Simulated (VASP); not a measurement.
Write the native input for VASP 6.6.1 that does the following.

- Task: single point
- Functional: PBEsol
- Potentials or basis: VASP PAW PBE potentials, release 64 (Sr_sv)
- Cutoff: 520 eV
- k mesh: 11 × 11 × 11
- Occupations: fermi-dirac, width 0.08 eV
- Spin: no spin polarisation
- Dipole correction: no
- Further INCAR settings: ALGO = Normal; EDIFF = 1e-06; NBANDS = 11

The structure of Sr lies in POSCAR:

```
Sr
1.0
   -1.9168521965      1.9168521965      1.9168521965
    1.9168521965     -1.9168521965      1.9168521965
    1.9168521965      1.9168521965     -1.9168521965
Sr
1
Direct
    0.0000000000      0.0000000000      0.0000000000
```

This cell differs from its parent crystal: volume scaled by 0.55.

These files were run (other wordings do the same):

INCAR

```
SYSTEM = Sr
PREC = Accurate
ENCUT = 520
EDIFF = 1E-6
ISMEAR = -1
SIGMA = 0.08
LREAL = .False.
LASPH = .True.
NELM = 100
ALGO = Normal
ISIF = 2
LWAVE = .False.
LCHARG = .False.
GGA = PS
NBANDS = 11
```

KPOINTS

```
regular mesh
0
Gamma
  11 11 11
  0 0 0
```

Potentials or basis: VASP PAW PBE potentials, release 64 (Sr_sv).

Run with:

```bash
$ cat potpaw_PBE.64/Sr_sv/POTCAR > POTCAR
$ mpirun -np 1 vasp_std > vasp.out
```

It gave:

* Pressure: 18.7 GPa
* Band gap on the k mesh: zero (band 5 reaches 4.99 eV, above the bottom of band 6 at 2.98 eV)

Caveat: the PAW data sets were made with another functional, which shifts forces and pressure a little.

Wall time 8.7 s on 1 thread of Intel(R) Xeon(R) 6975P-C (Granite Rapids) (shared host), peak memory 0.16 GiB.
